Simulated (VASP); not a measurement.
## CoO: single point with PBE

The system is CoO.

```
Co O
1.0
     0.00000    2.13150    2.13150
     2.13150    0.00000    2.13150
     2.13150    2.13150    0.00000
Co O
1 1
Direct
  0.00000 0.00000 0.00000
  0.50000 0.50000 0.50000
```

| Property | Result |
| --- | --- |
| Program | VASP 6.6.1 |
| Task | single point |
| Functional | PBE |
| Potentials or basis | VASP PAW PBE potentials, release 64 (Co, O) |
| Cutoff | 520 eV |
| k mesh | 11 × 11 × 11 |
| Occupations | gaussian, width 0.022 eV |
| Spin | collinear spin, ferromagnetic start |
| Starting moments | [2.0, 0.0] μB |

```json
{
 "Pressure": "-2.4 GPa",
 "Net moment": "2.93 μB per cell",
 "Site moments": "Co +2.57; O +0.31 μB",
 "Valence electrons inside the program's atomic spheres": "Co 7.79; O 4.98"
}
```

Levels at points of the mesh, in eV from the Fermi level:
Spin up:
```tsv
k point	band 6	band 7	band 8	band 9	band 10	band 11	band 12	band 13
(0.00, 0.00, 0.00)	-3.12	-3.09	-3.09	-3.09	0.98	16.84	18.11	18.11
```
Spin down:
| k point | band 2 | band 3 | band 4 | band 5 | band 6 | band 7 | band 8 | band 9 | band 10 | band 11 |
| --- | --- | --- | --- | --- | --- | --- | --- | --- | --- | --- |
| (0.00, 0.00, 0.00) | -2.55 | -2.55 | -2.55 | -1.10 | -1.10 | -1.10 | 0.05 | 0.06 | 1.52 | 16.75 |

Wall time 22 s on 1 thread of Intel(R) Xeon(R) 6975P-C (Granite Rapids) (shared host), peak memory 0.16 GiB.

Caveat: a cell with one magnetic atom can't hold antiferromagnetic order, which such compounds often take; semilocal functionals often make such compounds metallic where correlation or magnetic order opens a gap, which also shifts bond lengths. With open d or f shells a metallic result of PBE can be an artefact of self-interaction; +U or a hybrid may open a gap.
